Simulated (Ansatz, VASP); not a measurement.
# Two plane-wave programs on NaB2

```
Na B
1.0
     0.00000    3.04002    3.04002
     3.04002    0.00000    3.04002
     3.04002    3.04002    0.00000
Na B
2 4
Direct
  0.00000 0.00000 0.00000
  0.25000 0.25000 0.25000
  0.62500 0.62500 0.62500
  0.12500 0.62500 0.62500
  0.62500 0.12500 0.62500
  0.62500 0.62500 0.12500
```

Change from the starting cell: species swapped into the EuAl2 type (Fd-3m, No. 227).

Alike in both runs: functional PBE; k mesh 6 × 6 × 6; occupations gaussian, width 0.1 eV; no spin polarisation.

Ansatz relaxed the structure, and its values are those at the end. VASP's run is a single point on that final structure, the one shown.

|  | VASP | Ansatz |
| --- | --- | --- |
| version | VASP 6.6.1 | Ansatz 0.2.0 |
| potentials or method | VASP PAW PBE potentials, release 64 (Na_pv, B), cutoff 520 eV | scalar-relativistic, plane waves, PAW |
| valence electrons in the cell | 26 | 30 |

VASP gave:

| Quantity | Value |
| --- | --- |
| gap on the k mesh at the Fermi level (eV) | none |
| pressure (GPa) | 0.3 |

**Question.** What did Ansatz give for the same quantities?

**Answer.** gap on the k mesh at the Fermi level (eV): none; pressure (GPa): 0.0.

A gap of «none» marks a metal or a gap that the smearing closes. VASP's potentials hold 26 valence electrons a cell and Ansatz's 30, so a difference there can come from the potentials and not from the codes.
